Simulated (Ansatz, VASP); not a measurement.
**SiO2: VASP beside Ansatz**

```
CELL_PARAMETERS angstrom
5.10490 0.00000 0.00000
-2.55245 4.42097 0.00000
0.00000 0.00000 5.58469
ATOMIC_POSITIONS crystal
Si 0.50000 0.00000 0.00000
Si 0.50000 0.50000 0.33333
Si 0.00000 0.50000 0.66667
O 0.41593 0.20796 0.16667
O 0.20796 0.41593 0.50000
O 0.79204 0.20796 0.83333
O 0.58407 0.79204 0.16667
O 0.79204 0.58407 0.50000
O 0.20796 0.79204 0.83333
```

Alike in both runs: functional PBE; k mesh 6 × 6 × 4; occupations gaussian, width 0.1 eV; no spin polarisation.

Ansatz relaxed the structure, and its values are those at the end. VASP's run is a single point on that final structure, the one shown.

|  | VASP | Ansatz |
| --- | --- | --- |
| version | VASP 6.6.1 | Ansatz 0.2.0 |
| potentials or method | VASP PAW PBE potentials, release 64 (Si, O), cutoff 520 eV | scalar-relativistic, plane waves, PAW |
| valence electrons in the cell | 48 | 48 |

|  | VASP | Ansatz | Ansatz less VASP |
| --- | --- | --- | --- |
| gap on the k mesh at the Fermi level (eV) | 5.55 | 5.55 | +0.002 |
| least direct gap on the mesh (eV) | 5.73 | 5.73 | -0.001 |
| pressure (GPa) | 0.1 | 0.0 | -0.08 |
| rms of the force components (eV/Å) | 0.007 | 0.002 | -0.0058 |

With one functional, cell and mesh, what is left measures potentials, basis and numerics.
